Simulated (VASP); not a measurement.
A run of VASP 6.6.1 is set up as follows.

File INCAR:

```
SYSTEM = YbFe3
  PREC = Accurate
  ENCUT = 520
  EDIFF = 1E-6
  ISMEAR = 0
  SIGMA = 0.05
  LREAL = .False.
  LASPH = .True.
  NELM = 150
  ALGO = Normal
  ISIF = 2
  LWAVE = .False.
  LCHARG = .True.
  ISPIN = 2
  MAGMOM = 0 2.69 2.69 2.69
  LORBIT = 11
  LMAXMIX = 6
  GGA = PE
  LELF = .True.
  LVHAR = .True.
  NBANDS = 36
```

The input KPOINTS:

```
regular mesh
0
Gamma
  8 8 8
  0 0 0
```

Contents of POSCAR:

```
YbFe3
1.0
    3.8622898211      0.0000000000      0.0000000000
    0.0000000000      3.8622898211      0.0000000000
    0.0000000000      0.0000000000      3.8622898211
Yb Fe
1 3
Direct
    0.0000000000      0.0000000000      0.0000000000
    0.0000000000      0.5000000000      0.5000000000
    0.5000000000      0.5000000000      0.0000000000
    0.5000000000      0.0000000000      0.5000000000
```

Potentials or basis: VASP PAW PBE potentials, release 64 (Yb, Fe).

Run with:

```console
$ cat potpaw_PBE.64/Yb/POTCAR potpaw_PBE.64/Fe/POTCAR > POTCAR
$ mpirun -np 1 vasp_std > vasp.out
```

(1) Predict the site moments.

(2) What does it give for the net moment?

(3) Estimate the pressure.

## Answers

(1) Yb +0.29; Fe +2.40 μB.

(2) 7.44 μB per cell.

(3) 5.2 GPa.

Caveat: the cell stands under pressure.
